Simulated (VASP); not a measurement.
A run of VASP 6.6.1 is set up as follows.

INCAR

```
SYSTEM = GaOs3
PREC = Accurate ; ENCUT = 600
EDIFF = 1E-7 ; ISMEAR = 0
SIGMA = 0.1 ; LREAL = .False.
LASPH = .True. ; NELM = 80
ALGO = Fast ; ISIF = 3
LWAVE = .False. ; LCHARG = .False.
GGA = PE ; IBRION = 2
NSW = 100 ; EDIFFG = -0.01
```

KPOINTS

```
Automatic mesh
0
Gamma
  12 12 12
  0 0 0
```

Contents of POSCAR:

```
GaOs3
1.0
    3.8768684437      0.0000000000      0.0000000000
    0.0000000000      3.8768684437      0.0000000000
    0.0000000000      0.0000000000      3.8768684437
Ga Os
1 3
Direct
    0.0000000000      0.0000000000      0.0000000000
    0.0000000000      0.5000000000      0.5000000000
    0.5000000000      0.0000000000      0.5000000000
    0.5000000000      0.5000000000      0.0000000000
```

Potentials or basis: VASP PAW PBE potentials, release 64 (Ga_d, Os).

Run with:

```console
$ cat potpaw_PBE.64/Ga_d/POTCAR potpaw_PBE.64/Os/POTCAR > POTCAR
$ mpirun -np 1 vasp_std > vasp.out
```

Task: What does it give for the relaxed volume?

Result: 14.54 Å³/atom.

Task: Estimate the relaxed cell.

Result: a = 3.875 Å, b = 3.875 Å, c = 3.875 Å, α = 90.00°, β = 90.00°, γ = 90.00°.

The path:
| step | energy change (eV) | largest force (eV/Å) | pressure (GPa) | volume (Å³) |
| --- | --- | --- | --- | --- |
| 1 | 0.0000 | 0.0000 | -0.47 | 58.27 |
| 2 | 0.0010 | 0.0000 | 1.40 | 57.91 |
| 3 | -0.0001 | 0.0000 | 0.01 | 58.17 |
